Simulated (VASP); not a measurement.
# SnO2 (P6_3/mmc) in VASP: notebook

SnO2 is run at these levels: PBEsol; tasks: single point.

Program: VASP 6.6.1. These are calculated values, not measurements. Logs are shortened: lines on timing, memory, paths and dates and some standing lists are left out, and cuts for length are marked.

### Step 1. The cell of the first run

The structure is hexagonal, space group P6_3/mmc (No. 194). Conventional cell: a = 3.231 Å, b = 3.231 Å, c = 10.791 Å, α = 90.00°, β = 90.00°, γ = 120.00°. Within 2.8 Å of Sn (site symmetry -3m) lie 6 O at 2.12 Å. O (site symmetry 3m) has 3 Sn at 2.12 Å and 3 O at 2.76 Å within 2.8 Å.

### Step 2. Single point, PBEsol

Input file INCAR:

```
PREC = Accurate
ENCUT = 520
EDIFF = 1E-6
ISMEAR = 0
SIGMA = 0.01
LREAL = False
LASPH = True
NELM = 80
ALGO = Normal
ISIF = 2
LWAVE = False
LCHARG = False
GGA = PS
NBANDS = 35
```

Input file KPOINTS:

```
Automatic mesh
0
Gamma
  6 6 2
```

Input file POSCAR:

```
SnO2
1.0
    3.2305800000      0.0000000000      0.0000000000
   -1.6152900000      2.7977600000      0.0000000000
    0.0000000000      0.0000000000     10.7905600000
Sn O
2 4
Direct
    0.0000000000      0.0000000000      0.5000000000
    0.0000000000      0.0000000000      0.0000000000
    0.6666666667      0.3333333333      0.4058600000
    0.6666666667      0.3333333333      0.0941400000
    0.3333333333      0.6666666667      0.5941400000
    0.3333333333      0.6666666667      0.9058600000
```

Potentials or basis: VASP PAW PBE potentials, release 64 (Sn_d, O).

Started as:

```
$ cat potpaw_PBE.64/Sn_d/POTCAR potpaw_PBE.64/O/POTCAR > POTCAR
$ mpirun -np 1 vasp_std > vasp.out
```

OUTCAR:

```text
PREC = Accurate
   ENCUT = 520
   EDIFF = 1E-6
   ISMEAR = 0
   LREAL = False
   LASPH = True
   NELM = 80
   ISIF = 2
   GGA = PS

 ion  position               nearest neighbor table
   1  0.000  0.000  0.500-   5 2.12   3 2.12   5 2.12   3 2.12   3 2.12   5 2.12
   2  0.000  0.000  0.000-   6 2.12   4 2.12   6 2.12   4 2.12   4 2.12   6 2.12
   3  0.667  0.333  0.406-   1 2.12   1 2.12   1 2.12
   4  0.667  0.333  0.094-   2 2.12   2 2.12   2 2.12
   5  0.333  0.667  0.594-   1 2.12   1 2.12   1 2.12
   6  0.333  0.667  0.906-   2 2.12   2 2.12   2 2.12

  LATTYP: Found a hexagonal cell.
 ALAT       =     3.2305800000
 C/A-ratio  =     3.3401308743

  Lattice vectors:

 A1 = (   3.2305800000,   0.0000000000,   0.0000000000)
 A2 = (  -1.6152900000,   2.7977600000,   0.0000000000)
 A3 = (   0.0000000000,   0.0000000000,  10.7905600000)

Analysis of symmetry for initial positions (statically):
=====================================================================
 Subroutine PRICEL returns:
 Original cell was already a primitive cell.

 Routine SETGRP: Setting up the symmetry group for a
 hexagonal supercell.

 Subroutine GETGRP returns: Found 24 space group operations
 (whereof 12 operations were pure point group operations)
 out of a pool of 24 trial point group operations.

The static configuration has the point symmetry D_3d.
 The point group associated with its full space group is D_6h.

Analysis of symmetry for dynamics (positions and initial velocities):
=====================================================================
 Subroutine PRICEL returns:
 Original cell was already a primitive cell.

 Routine SETGRP: Setting up the symmetry group for a
 hexagonal supercell.

 Subroutine GETGRP returns: Found 24 space group operations
 (whereof 12 operations were pure point group operations)
 out of a pool of 24 trial point group operations.

The dynamic configuration has the point symmetry D_3d.
 The point group associated with its full space group is D_6h.

 Subroutine INISYM returns: Found 24 space group operations
 (whereof 12 operations are pure point group operations),
 and found     1 'primitive' translations

----------------------------------------------------------------------------------------

                                     Primitive cell

  volume of cell :      97.5293

  direct lattice vectors                    reciprocal lattice vectors
     3.230580000  0.000000000  0.000000000     0.309541940  0.178714400  0.000000000
    -1.615290000  2.797760000  0.000000000     0.000000000  0.357428800  0.000000000
     0.000000000  0.000000000 10.790560000     0.000000000  0.000000000  0.092673596

  length of vectors
     3.230580000  3.230576234 10.790560000     0.357428383  0.357428800  0.092673596

  position of ions in fractional coordinates (direct lattice)
     0.000000000  0.000000000  0.500000000
     0.000000000  0.000000000  0.000000000
     0.666666667  0.333333333  0.405860000
     0.666666667  0.333333333  0.094140000
     0.333333333  0.666666667  0.594140000
     0.333333333  0.666666667  0.905860000

  ion indices of the primitive-cell ions
   primitive index   ion index
                 1           1
                 2           2
                 3           3
                 4           4
                 5           5
                 6           6

----------------------------------------------------------------------------------------

 KPOINTS: Automatic mesh

Automatic generation of k-mesh.
 Grid dimensions read from file:
 generate k-points for:    6    6    2

 Generating k-lattice:

  Cartesian coordinates                     Fractional coordinates (reciprocal lattice)
     0.051590323  0.029785733  0.000000000     0.166666667  0.000000000  0.000000000
     0.000000000  0.059571467  0.000000000     0.000000000  0.166666667  0.000000000
     0.000000000  0.000000000  0.046336798     0.000000000  0.000000000  0.500000000

  Length of vectors
     0.059571397  0.059571467  0.046336798

  Shift w.r.t. Gamma in fractional coordinates (k-lattice)
     0.000000000  0.000000000  0.000000000

 Subroutine IBZKPT returns following result:
 ===========================================

 Found     14 irreducible k-points:

 Following reciprocal coordinates:
            Coordinates               Weight
  0.000000  0.000000  0.000000      1.000000
  0.166667  0.000000  0.000000      6.000000
  0.333333  0.000000  0.000000      6.000000
  0.500000  0.000000  0.000000      3.000000
  0.166667  0.166667  0.000000      6.000000
  0.333333  0.166667  0.000000     12.000000
  0.333333  0.333333  0.000000      2.000000
  0.000000  0.000000  0.500000      1.000000
  0.166667  0.000000  0.500000      6.000000
  0.333333  0.000000  0.500000      6.000000
  0.500000  0.000000  0.500000      3.000000
  0.166667  0.166667  0.500000      6.000000
  0.333333  0.166667  0.500000     12.000000
  0.333333  0.333333  0.500000      2.000000
   k-points           NKPTS =     14   k-points in BZ     NKDIM =     14   number of bands    NBANDS=     35
   number of dos      NEDOS =    301   number of ions     NIONS =      6
   total plane-waves  NPLWV =  46080
   dimension x,y,z NGX =    24 NGY =   24 NGZ =   80
   dimension x,y,z NGXF=    48 NGYF=   48 NGZF=  160
   ions per type =               2   4
   NGX,Y,Z   is equivalent  to a cutoff of  12.35, 12.35, 12.33 a.u.
   NGXF,Y,Z  is equivalent  to a cutoff of  24.70, 24.70, 24.65 a.u.
 SYSTEM =  unknown system
   PREC   = accura    normal or accurate (medium, high low for compatibility)
   ISTART =      0    job   : 0-new  1-cont  2-samecut
   ICHARG =      2    charge: 1-file 2-atom 10-const
   ISPIN  =      1    spin polarized calculation?
   LNONCOLLINEAR =      F non collinear calculations
   LSORBIT =      F    spin-orbit coupling
   LASPH  =      T    aspherical Exc in radial PAW
   ENCUT  =  520.0 eV  38.22 Ry    6.18 a.u.   6.01  6.01 20.06*2*pi/ulx,y,z
   NELM   =     80;   NELMIN=  2; NELMDL= -5     # of ELM steps
   EDIFF  = 0.1E-05   stopping-criterion for ELM
   LREAL  =      F    real-space projection
   EDIFFG = 0.1E-04   stopping-criterion for IOM
   NSW    =      0    number of steps for IOM
   IBRION =     -1    ionic relax: 0-MD 1-quasi-New 2-CG
   NFREE  =      0    steps in history (QN), initial steepest desc. (CG)
   ISIF   =      2    stress and relaxation
   ISYM   =      2    0-nonsym 1-usesym 2-fastsym
   POTIM  = 0.5000    time-step for ionic-motion
   TEBEG  =    0.0;   TEEND  =   0.0 temperature during run
   PSTRESS=    0.0 pullay stress
   NELECT =      52.0000    total number of electrons
   NUPDOWN=      -1.0000    fix difference up-down
   EMIN   =  10.00;   EMAX   =-10.00  energy-range for DOS
   EFERMI =   0.00;   METHOD = LEGACY
   ISMEAR =     0;   SIGMA  =   0.01  broadening in eV -4-tet -1-fermi 0-gaus
   EFERMI_NEDOS =   21; number of points for ismear=-14 and -15
   IALGO  =     38    algorithm
   IMIX   =      4    mixing-type and parameters
     AMIX     =   0.40;   BMIX     =  1.00
     AMIX_MAG =   1.60;   BMIX_MAG =  1.00
  volume/ion in A,a.u.               =      16.25       109.69
  Fermi-wavevector in a.u.,A,eV,Ry     =   1.327489  2.508591 23.976558  1.762227
  Thomas-Fermi vector in A             =   2.456798
   LORBIT       =      0    0 simple, 1 ext, 2 COOP (PROOUT), +10 PAW based schemes
   GGA     = PS    functional components
   LHFCALC =     F    Hartree Fock is set to
   AEXX    =    0.0000 exact exchange contribution
   IVDW    =     0    specifies the selected vdW correction
   LEPSILON=     F    determine dielectric tensor
   LRPA    =     F    only Hartree local field effects (RPA)
 non-spin polarized calculation
 Gauss-broadening in eV      SIGMA  =   0.01
  energy-cutoff  :      520.00
  volume of cell :       97.53
 maximum number of plane-waves:      2670
   NGX = 13   NGY = 13   NGZ = 41

 number of electron      51.9999996 magnetization

 Free energy of the ion-electron system (eV)
  ---------------------------------------------------
  ext. energy  EPLUGINS =         0.00000000
  ---------------------------------------------------
  free energy    TOTEN  =       -38.51291414 eV

  energy without entropy =      -38.51291414  energy(sigma->0) =      -38.51291414

 E-fermi :   2.1000     XC(G=0):  -9.3491

 val. band max:        1.9725083140   @ k =   0.3333   0.1667   0.0000
 cond. band min:       4.0375867116   @ k =   0.0000   0.0000   0.0000
 fundamental gap:      2.0650783976
 Fermi energy:         2.0999994387

 k-point     1 :       0.0000    0.0000    0.0000
  band No.  band energies     occupation
      1     -17.9478      2.00000
      2     -17.9470      2.00000
      3     -17.7241      2.00000
      4     -17.7241      2.00000
      5     -17.7240      2.00000
      6     -17.7240      2.00000
[... 27 lines left out ...]
     34      12.9428      0.00000
     35      12.9830      0.00000

 k-point     2 :       0.1667    0.0000    0.0000
  band No.  band energies     occupation
      1     -17.9665      2.00000
      2     -17.9653      2.00000
      3     -17.8150      2.00000
      4     -17.8145      2.00000
      5     -17.6736      2.00000
      6     -17.6735      2.00000
[... 27 lines left out ...]
     34      13.0279      0.00000
     35      13.4833      0.00000

 k-point     3 :       0.3333    0.0000    0.0000
  band No.  band energies     occupation
      1     -18.3450      2.00000
      2     -18.3427      2.00000
      3     -17.6868      2.00000
      4     -17.6864      2.00000
      5     -17.6333      2.00000
      6     -17.6332      2.00000
[... 27 lines left out ...]
     34      13.7609      0.00000
     35      14.1272      0.00000
[... 343 lines left out ...]
 k-point    13 :       0.3333    0.1667    0.5000
  band No.  band energies     occupation
      1     -18.3714      2.00000
      2     -18.3714      2.00000
      3     -17.8186      2.00000
      4     -17.8186      2.00000
      5     -17.6455      2.00000
      6     -17.6455      2.00000
[... 27 lines left out ...]
     34      13.2108      0.00000
     35      13.8051      0.00000

 k-point    14 :       0.3333    0.3333    0.5000
  band No.  band energies     occupation
      1     -18.1513      2.00000
      2     -18.1513      2.00000
      3     -18.1493      2.00000
      4     -18.1493      2.00000
      5     -17.5575      2.00000
      6     -17.5575      2.00000
[... 27 lines left out ...]
     34      12.0488      0.00000
     35      13.9564      0.00000

------------------------ aborting loop because EDIFF is reached ----------------------------------------

  FORCE on cell =-STRESS in cart. coord.  units (eV):
  Direction    XX          YY          ZZ          XY          YZ          ZX
  --------------------------------------------------------------------------------------
  -------------------------------------------------------------------------------------
  Total       -2.9333849     -2.9333758     -1.1200719     -0.0000000      0.0000000      0.0000000
  in kB      -48.1886431    -48.1884933    -18.4001583     -0.0000000      0.0000000      0.0000000
  external PRESSURE =     -38.2590982 kB  Pullay stress =       0.0000000 kB

 VOLUME and BASIS-vectors are now :
 -----------------------------------------------------------------------------
  energy-cutoff  :      520.00
  volume of cell :       97.53
      direct lattice vectors                 reciprocal lattice vectors
     3.230580000  0.000000000  0.000000000     0.309541940  0.178714400  0.000000000
    -1.615290000  2.797760000  0.000000000     0.000000000  0.357428800  0.000000000
     0.000000000  0.000000000 10.790560000     0.000000000  0.000000000  0.092673596

 POSITION                                       TOTAL-FORCE (eV/Angst)
 -----------------------------------------------------------------------------------
      0.00000      0.00000      5.39528        -0.000000      0.000000      0.000000
      0.00000      0.00000      0.00000        -0.000000      0.000000      0.000000
      1.61529      0.93259      4.37946        -0.000000      0.000000      0.335103
      1.61529      0.93259      1.01582         0.000000      0.000000     -0.335103
     -0.00000      1.86517      6.41110        -0.000000     -0.000000     -0.335103
     -0.00000      1.86517      9.77474         0.000000     -0.000000      0.335103
 -----------------------------------------------------------------------------------
    total drift:                               -0.000000      0.000000      0.000000

  FREE ENERGIE OF THE ION-ELECTRON SYSTEM (eV)
  ---------------------------------------------------
  free  energy   TOTEN  =       -38.5129141446 eV

  energy  without entropy=      -38.5129141446  energy(sigma->0) =      -38.51291414
```

It took 37 s on 1 thread of Intel Xeon 6975P-C, shared host; peak memory 0.21 GiB.

What came out:

```yaml
Free_energy: -38.5129 eV
Pressure: -3.8 GPa
Largest_force: 0.335 eV/Å
Band_gap_on_the_k_mesh: 2.07 eV, indirect (least direct gap 2.45 eV)
```

Forces on the atoms (eV/Å):
```
Sn   0.000  0.000  0.000
Sn   0.000  0.000  0.000
O    0.000  0.000  0.335
O    0.000  0.000 -0.335
O    0.000  0.000 -0.335
O    0.000  0.000  0.335
```

Caveat: the PAW data sets were made with another functional, which shifts forces and pressure a little; spin-orbit coupling is left out, which moves the levels of the heavy elements.

### Step 3. Single point, PBEsol

Input file INCAR:

```
SYSTEM = SnO2
PREC     = Accurate       ! precision mode
ENCUT    = 520            ! plane-wave cutoff, eV
EDIFF    = 1E-6           ! SCF threshold, eV
ISMEAR   = 0              ! smearing method
SIGMA    = 0.01           ! smearing width, eV
LREAL    = .False.        ! projectors in reciprocal space
LASPH    = .True.         ! aspherical terms in the spheres
NELM     = 80             ! most SCF steps
ALGO     = Normal         ! electronic algorithm
ISIF     = 2              ! what is computed and relaxed
LWAVE    = .False.        ! write WAVECAR
LCHARG   = .False.        ! write CHGCAR
GGA      = PS             ! functional
NBANDS   = 35             ! bands
```

Input file KPOINTS:

```
Automatic mesh
0
Gamma
  6 6 2
  0 0 0
```

POSCAR is that of step 2.

Potentials or basis: VASP PAW PBE potentials, release 64 (Sn_d, O).

Started as:

```
$ cat potpaw_PBE.64/Sn_d/POTCAR potpaw_PBE.64/O/POTCAR > POTCAR
$ mpirun -np 1 vasp_std > vasp.out
```

Run time: 40 s. Hardware: 1 thread of Intel Xeon 6975P-C, shared host; peak memory 0.21 GiB.

The run converged. Its results:

* Free energy: -38.5129 eV
* Pressure: -3.8 GPa
* Largest force: 0.335 eV/Å
* Band gap on the k mesh: 2.07 eV, indirect (least direct gap 2.45 eV)

Forces on the atoms (eV/Å):
```
Sn   0.000  0.000  0.000
Sn   0.000  0.000  0.000
O    0.000  0.000  0.335
O    0.000  0.000 -0.335
O    0.000  0.000 -0.335
O    0.000  0.000  0.335
```

Stress tensor (GPa, compression positive):
```
-4.82  0.00  0.00
 0.00 -4.82  0.00
 0.00  0.00 -1.84
```

Levels at points of the mesh, in eV from the valence-band top:
```csv
k point,band 23,band 24,band 25,band 26,band 27,band 28,band 29,band 30
"(0.00, 0.00, 0.00)",-0.88,-0.86,-0.86,-0.39,2.07,2.77,5.33,5.67
"(0.50, 0.00, 0.00)",-0.54,-0.51,-0.44,-0.07,5.05,5.18,6.86,7.43
"(0.00, 0.00, 0.50)",-0.87,-0.87,-0.71,-0.71,2.43,2.43,5.51,5.51
"(0.50, 0.00, 0.50)",-0.53,-0.53,-0.24,-0.24,5.12,5.12,7.13,7.13
```

Caveat: the PAW data sets were made with another functional, which shifts forces and pressure a little; spin-orbit coupling is left out, which moves the levels of the heavy elements.
